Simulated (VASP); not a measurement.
Wanted: the native input for a VASP 6.6.1 run.

* Task: single point
* Functional: PBE
* Potentials or basis: VASP PAW PBE potentials, release 64 (Hf_pv, O)
* Cutoff: 520 eV
* k mesh: 5 × 8 × 4
* Occupations: gaussian, width 0.012 eV
* Spin: no spin polarisation
* Dipole correction: no
* Further INCAR settings: ALGO = Normal; EDIFF = 1e-07; NBANDS = 56

The structure of HfO2 lies in POSCAR:

```
HfO2
1.0
    5.5563950000      0.0000000000      0.0000000000
    0.0000000000      3.3335970000      0.0000000000
    0.0000000000      0.0000000000      6.5049950000
Hf O
4 8
Direct
    0.7486820000      0.7500000000      0.6078710000
    0.2513180000      0.2500000000      0.3921290000
    0.2486820000      0.7500000000      0.8921290000
    0.7513180000      0.2500000000      0.1078710000
    0.6394990000      0.2500000000      0.4234000000
    0.3605010000      0.7500000000      0.5766000000
    0.1394990000      0.2500000000      0.0766000000
    0.8605010000      0.7500000000      0.9234000000
    0.5207940000      0.2500000000      0.8414530000
    0.4792060000      0.7500000000      0.1585470000
    0.0207940000      0.2500000000      0.6585470000
    0.9792060000      0.7500000000      0.3414530000
```

One way to write it, as run:

INCAR

```
ALGO     = Normal         # electronic algorithm
EDIFF    = 1E-7           # SCF threshold, eV
ENCUT    = 520            # plane-wave cutoff, eV
GGA      = PE             # functional
ISIF     = 2              # what is computed and relaxed
ISMEAR   = 0              # smearing method
LASPH    = True           # aspherical terms in the spheres
LCHARG   = False          # write CHGCAR
LREAL    = False          # projectors in reciprocal space
LWAVE    = False          # write WAVECAR
NBANDS   = 56             # bands
NELM     = 80             # most SCF steps
PREC     = Accurate       # precision mode
SIGMA    = 0.012          # smearing width, eV
```

KPOINTS

```
k-points
0
Gamma
  5 8 4
```

Potentials or basis: VASP PAW PBE potentials, release 64 (Hf_pv, O).

The run is started by

```sh
$ cat potpaw_PBE.64/Hf_pv/POTCAR potpaw_PBE.64/O/POTCAR > POTCAR
$ mpirun -np 1 vasp_std > vasp.out
```

It gave:

- Pressure: -0.4 GPa
- Largest force: 0.013 eV/Å
- Band gap on the k mesh: 3.40 eV

Caveat: spin-orbit coupling is left out, which moves the levels of the heavy elements.

Wall time 4.5 min on 1 thread of Oxide Virtual Turin-like Processor (shared host), peak memory 0.32 GiB.
